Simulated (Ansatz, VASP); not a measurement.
**GaSb in VASP and in Ansatz**

```xyz
2
Lattice="0.0000 3.0244 3.0244 3.0244 0.0000 3.0244 3.0244 3.0244 0.0000" Properties=species:S:1:pos:R:3 pbc="T T T"
Ga    0.0000    0.0000    0.0000
Sb    1.5122    1.5122    1.5122
```

Alike in both runs: task relaxation of cell and atoms; functional LDA; k mesh 8 × 8 × 8; occupations gaussian, width 0.01 eV; no spin polarisation.

|  | VASP | Ansatz |
| --- | --- | --- |
| version | VASP 6.6.1 | Ansatz 0.2.0 |
| potentials or method | VASP PAW LDA potentials, release 64 (Ga_d, Sb), cutoff 600 eV | scalar-relativistic, plane waves, PAW |
| valence electrons in the cell | 18 | 28 |

|  | VASP | Ansatz | Ansatz less VASP |
| --- | --- | --- | --- |
| gap on the k mesh at the Fermi level, each at its own relaxed structure (eV) | 0.10 | 0.08 | -0.022 |
| relaxed volume (Å³/atom) | 27.75 | 27.64 | -0.108 |
| relaxed cell length with the largest relative difference (Å) | 4.281 | 4.276 | -0.0056 |

Ansatz warns that its potentials were made for another functional, while VASP's fit it. LDA's correlation is that of Perdew and Zunger in VASP and of Perdew and Wang (1992) in Ansatz. VASP's potentials hold 18 valence electrons a cell and Ansatz's 28, so a difference there can come from the potentials and not from the codes.

Neither program's run includes spin-orbit coupling.
